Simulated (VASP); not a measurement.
# BN (Fmm2) in VASP: a series of runs, part 2 of 2

VASP 6.6.1.

## (4) Single point, PBE+D3(BJ) (strain -0.030 along x and y, +0.000 along z)

Input file INCAR:

```
SYSTEM = BN
PREC = Accurate
ENCUT = 520
EDIFF = 1E-6
ISMEAR = 0
SIGMA = 0.05
LREAL = .False.
LASPH = .True.
NELM = 80
ALGO = Normal
ISIF = 2
LWAVE = .False.
LCHARG = .False.
GGA = PE
IVDW = 12
NBANDS = 11
```

Input file KPOINTS:

```
Automatic mesh
0
Gamma
  12 12 12
  0 0 0
```

Input file POSCAR:

```
BN
1.0
    0.0000000000      3.3904563551      2.1660912400
    1.2140831370      0.0000000000      2.1660912400
    1.2140831370      3.3904563551      0.0000000000
B N
1 1
Direct
    0.0000486500      0.0000486500      0.9999513500
    0.6666513400      0.6666513400      0.3333486600
```

Potentials or basis: VASP PAW PBE potentials, release 64 (B, N).

Launch:

```bash
$ cat potpaw_PBE.64/B/POTCAR potpaw_PBE.64/N/POTCAR > POTCAR
$ mpirun -np 1 vasp_std > vasp.out
```

OUTCAR:

```text
SYSTEM = BN
   PREC = Accurate
   ENCUT = 520
   EDIFF = 1E-6
   ISMEAR = 0
   LREAL = .False.
   LASPH = .True.
   NELM = 80
   ISIF = 2
   GGA = PE
   IVDW = 12
 IVDW          = 12

 ion  position               nearest neighbor table
   1  0.000  0.000  1.000-   2 1.41   2 1.41   2 1.44
   2  0.667  0.667  0.333-   1 1.41   1 1.41   1 1.44

  LATTYP: Found a face centered orthorhombic cell.
 ALAT       =     2.4281662740
 B/A-ratio  =     1.7841374894
 C/A-ratio  =     2.7926064137

  Lattice vectors:

[... 525 lines left out ...]

 Edisp (eV)   -0.28411

 E8    (eV) :    -0.0830

  FORCE on cell =-STRESS in cart. coord.  units (eV):
  Direction    XX          YY          ZZ          XY          YZ          ZX
  --------------------------------------------------------------------------------------
  -------------------------------------------------------------------------------------
  Total       3.53588    -0.06893     0.81663     0.00000     0.00000     0.00000
  in kB     317.68345    -6.19315    73.37038     0.00000     0.00000     0.00000
  external pressure =      128.29 kB  Pullay stress =        0.00 kB

 VOLUME and BASIS-vectors are now :
 -----------------------------------------------------------------------------
  energy-cutoff  :      520.00
  volume of cell :       17.83
      direct lattice vectors                 reciprocal lattice vectors
     0.000000000  3.390456355  2.166091240    -0.411833411  0.147472773  0.230830535
     1.214083137  0.000000000  2.166091240     0.411833411 -0.147472773  0.230830535
     1.214083137  3.390456355  0.000000000     0.411833411  0.147472773 -0.230830535

 POSITION                                       TOTAL-FORCE (eV/Angst)
 -----------------------------------------------------------------------------------
      1.21408      3.39046      0.00021         0.000000      0.000000     -0.458156
      1.21408      3.39046      2.88806         0.000000      0.000000      0.458156
 -----------------------------------------------------------------------------------
    total drift:                               -0.000006     -0.000012      0.000075

  FREE ENERGIE OF THE ION-ELECTRON SYSTEM (eV)
  ---------------------------------------------------
  free  energy   TOTEN  =       -17.7980909022 eV

  energy  without entropy=      -17.7980909021  energy(sigma->0) =      -17.79809090
```

Run time: 55 s. Hardware: 1 thread of AMD EPYC 7R13 (Zen 3), shared host; peak memory 0.15 GiB.

Results:

```yaml
Free_energy: -17.7981 eV
Pressure: 12.8 GPa
Largest_force: 0.458 eV/Å
Band_gap_on_the_k_mesh: 3.66 eV, indirect (least direct gap 4.70 eV)
Dispersion_energy_per_atom: -0.142 eV
```

Forces in eV/Å, atoms in the order of the input:
```
B    0.000  0.000 -0.458
N    0.000  0.000  0.458
```

Stress tensor (GPa, compression positive):
```
31.77  0.00  0.00
 0.00 -0.62  0.00
 0.00  0.00  7.34
```

Caveat: the cell differs from its parent crystal (strain -0.030 along x and y, +0.000 along z).

## (5) Single point, PBE+D3(BJ) (strain -0.015 along x and y, -0.030 along z)

Input file INCAR:

```
SYSTEM = BN
PREC = Accurate
ENCUT = 520
EDIFF = 1E-7
ISMEAR = 0
SIGMA = 0.05
LREAL = .FALSE.
LASPH = .TRUE.
NELM = 60
ALGO = Normal
ISIF = 2
LWAVE = .FALSE.
LCHARG = .FALSE.
GGA = PE
IVDW = 12
NBANDS = 11
```

Input file KPOINTS:

```
regular mesh
0
G
  12 12 12
  0 0 0
```

Input file POSCAR:

```
BN
1.0
    0.0000000000      3.4428860926      2.1011085028
    1.2328576185      0.0000000000      2.1011085028
    1.2328576185      3.4428860926      0.0000000000
B N
1 1
Direct
    0.0000486500      0.0000486500      0.9999513500
    0.6666513400      0.6666513400      0.3333486600
```

Potentials or basis: VASP PAW PBE potentials, release 64 (B, N).

Launch:

```bash
$ cat potpaw_PBE.64/B/POTCAR potpaw_PBE.64/N/POTCAR > POTCAR
$ mpirun -np 1 vasp_std > vasp.out
```

OUTCAR:

```text
SYSTEM = BN
   PREC = Accurate
   ENCUT = 520
   EDIFF = 1E-7
   ISMEAR = 0
   LREAL = .FALSE.
   LASPH = .TRUE.
   NELM = 60
   ISIF = 2
   GGA = PE
   IVDW = 12
 IVDW          = 12

 ion  position               nearest neighbor table
   1  0.000  0.000  1.000-   2 1.40   2 1.42   2 1.42
   2  0.667  0.667  0.333-   1 1.40   1 1.42   1 1.42

  LATTYP: Found a face centered orthorhombic cell.
 ALAT       =     2.4657152370
 B/A-ratio  =     1.7042588465
 C/A-ratio  =     2.7926064137

  Lattice vectors:

 A1 = (   0.0000000000,   3.4428860926,   2.1011085028)
 A2 = (  -1.2328576185,   3.4428860926,   0.0000000000)
 A3 = (  -1.2328576185,   0.0000000000,   2.1011085028)

Analysis of symmetry for initial positions (statically):
=====================================================================
 Subroutine PRICEL returns:
 Original cell was already a primitive cell.

 Routine SETGRP: Setting up the symmetry group for a
 face centered orthorhombic supercell.

 Subroutine GETGRP returns: Found  4 space group operations
 (whereof  4 operations were pure point group operations)
 out of a pool of  8 trial point group operations.

The static configuration has the point symmetry C_2v.

Analysis of symmetry for dynamics (positions and initial velocities):
=====================================================================
 Subroutine PRICEL returns:
 Original cell was already a primitive cell.

 Routine SETGRP: Setting up the symmetry group for a
 face centered orthorhombic supercell.

 Subroutine GETGRP returns: Found  4 space group operations
 (whereof  4 operations were pure point group operations)
 out of a pool of  8 trial point group operations.

The dynamic configuration has the point symmetry C_2v.

 Subroutine INISYM returns: Found  4 space group operations
 (whereof  4 operations are pure point group operations),
 and found     1 'primitive' translations

----------------------------------------------------------------------------------------

                                     Primitive cell

[... 120 lines left out ...]
   LRPA    =     F    only Hartree local field effects (RPA)
 non-spin polarized calculation
 Gauss-broadening in eV      SIGMA  =   0.05
  energy-cutoff  :      520.00
  volume of cell :       17.84
 maximum number of plane-waves:       495
 NGX is ok and might be reduce to    30
   NGX = 15   NGY =  9   NGZ = 13

 number of electron       7.9999999 magnetization

 Free energy of the ion-electron system (eV)
  ---------------------------------------------------
  ext. energy  EPLUGINS =         0.00000000
  ---------------------------------------------------
  free energy    TOTEN  =       -17.48879687 eV

  energy without entropy =      -17.48879687  energy(sigma->0) =      -17.48879687

 E-fermi :   2.6642     XC(G=0):  -9.9745

 val. band max:        2.3727361027   @ k =   0.5000  -0.3333   0.1667
 cond. band min:       6.3608730620   @ k =   0.0000   0.5000   0.5000
 fundamental gap:      3.9881369593
 Fermi energy:         2.6642473475

 k-point     1 :       0.0000    0.0000    0.0000
  band No.  band energies     occupation
      1     -15.9035      2.00000
      2      -2.4098      2.00000
      3       1.0261      2.00000
      4       1.0927      2.00000
      5       7.2933      0.00000
      6      14.3657      0.00000
      7      14.6452      0.00000
      8      16.1879      0.00000
      9      18.1348      0.00000
     10      29.2004      0.00000
     11      29.9950      0.00000
[... 309 lines left out ...]
 k-point    24 :      -0.4167    0.1667    0.0000
  band No.  band energies     occupation
      1     -12.2562      2.00000
      2      -6.5874      2.00000
      3      -3.2576      2.00000
      4       1.6573      2.00000
      5       7.2706      0.00000
      6      14.6081      0.00000
      7      16.4209      0.00000
      8      17.9436      0.00000
      9      21.2419      0.00000
     10      24.1203      0.00000
     11      25.6067      0.00000

 [... further k-points ...]

------------------------ aborting loop because EDIFF is reached ----------------------------------------

 Edisp (eV)   -0.28296

 E8    (eV) :    -0.0825

  FORCE on cell =-STRESS in cart. coord.  units (eV):
  Direction    XX          YY          ZZ          XY          YZ          ZX
  --------------------------------------------------------------------------------------
  -------------------------------------------------------------------------------------
  Total       2.47257    -0.13174     3.88695     0.00000     0.00000     0.00000
  in kB     222.09850   -11.83387   349.14508     0.00000     0.00000     0.00000
  external pressure =      186.47 kB  Pullay stress =        0.00 kB

 VOLUME and BASIS-vectors are now :
 -----------------------------------------------------------------------------
  energy-cutoff  :      520.00
  volume of cell :       17.84
      direct lattice vectors                 reciprocal lattice vectors
     0.000000000  3.442886093  2.101108503    -0.405561837  0.145226995  0.237969624
     1.232857618  0.000000000  2.101108503     0.405561837 -0.145226995  0.237969624
     1.232857618  3.442886093  0.000000000     0.405561837  0.145226995 -0.237969624

 POSITION                                       TOTAL-FORCE (eV/Angst)
 -----------------------------------------------------------------------------------
      1.23286      3.44289      0.00020         0.000000      0.000000      0.303491
      1.23286      3.44289      2.80141         0.000000      0.000000     -0.303491
 -----------------------------------------------------------------------------------
    total drift:                               -0.000004     -0.000018      0.000043

  FREE ENERGIE OF THE ION-ELECTRON SYSTEM (eV)
  ---------------------------------------------------
  free  energy   TOTEN  =       -17.7717561794 eV

  energy  without entropy=      -17.7717561794  energy(sigma->0) =      -17.77175618
```

stdout:

```text
POSCAR found type information on POSCAR B N
 POSCAR found :  2 types and       2 ions
 scaLAPACK will be used
 LDA part: xc-table for (Slater+PW92), standard interpolation
 POSCAR, INCAR and KPOINTS ok, starting setup
 FFT: planning ... GRIDC
 FFT: planning ... GRID_SOFT
 FFT: planning ... GRID
 WAVECAR not read
 entering main loop
```

It took 56 s on 1 thread of AMD EPYC 7R13 (Zen 3), shared host; peak memory 0.15 GiB.

Results:

| Quantity | Value |
| --- | --- |
| Free energy | -17.7718 eV |
| Pressure | 18.6 GPa |
| Largest force | 0.303 eV/Å |
| Band gap on the k mesh | 3.99 eV, indirect (least direct gap 4.71 eV) |
| Dispersion energy per atom | -0.141 eV |

Forces in eV/Å, atoms in the order of the input:
```
B    0.000  0.000  0.303
N    0.000  0.000 -0.303
```

Stress tensor (GPa, compression positive):
```
22.21  0.00  0.00
 0.00 -1.18  0.00
 0.00  0.00 34.91
```

Caveat: the cell differs from its parent crystal (strain -0.015 along x and y, -0.030 along z). A k mesh can miss the band edges.

## (6) Summary

| cell | gap on the mesh (eV) | pressure (GPa) | largest force (eV/Å) |
| --- | --- | --- | --- |
| a = 3.989, b = 2.427, c = 3.601 Å, angles 80.3, 36.8, 62.9°, 2 atoms | 3.89 | 25.9 | 0.01 |
| a = 4.006, b = 2.455, c = 3.601 Å, angles 80.4, 37.2, 62.4°, 2 atoms | 3.78 | 19.0 | 0.26 |
| a = 4.023, b = 2.483, c = 3.601 Å, angles 80.5, 37.5, 62.0°, 2 atoms | 3.66 | 12.8 | 0.46 |
| a = 4.033, b = 2.436, c = 3.657 Å, angles 80.2, 36.5, 63.3°, 2 atoms | 3.99 | 18.6 | 0.30 |

Alike in all rows: task single point; level PBE+D3(BJ); potentials or basis VASP PAW PBE potentials, release 64 (B, N); no spin polarisation; k mesh 12 × 12 × 12; cutoff (eV) 520; smearing gaussian 0.05 eV.

Total energies depend on the potentials used, so only differences within one code and one set of settings carry meaning.
